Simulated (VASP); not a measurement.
Here is a VASP 6.6.1 calculation.

Contents of INCAR:

```
ALGO = Normal
EDIFF = 1E-6
ENCUT = 520
GGA = PE
ISIF = 2
ISMEAR = -1
LASPH = T
LCHARG = T
LELF = T
LREAL = F
LVHAR = T
LWAVE = F
NBANDS = 26
NELM = 100
PREC = Accurate
SIGMA = 0.08
```

File KPOINTS:

```
k-points
0
Gamma
  8 8 11
```

The input POSCAR:

```
In
1.0
    4.8581171904      0.0000000000      0.0000000000
   -2.4290585952      4.2072529014      0.0000000000
    0.0000000000      0.0000000000      2.9181990166
In
3
Direct
    0.0000000000      0.0000000000      0.0000000000
    0.3333333333      0.6666666667      0.5000000000
    0.6666666667      0.3333333333      0.5000000000
```

Potentials or basis: VASP PAW PBE potentials, release 64 (In_d).

The run is started by

```sh
$ cat potpaw_PBE.64/In_d/POTCAR > POTCAR
$ mpirun -np 1 vasp_std > vasp.out
```

(1) Estimate the pressure.

Answers

(1) 28.0 GPa.
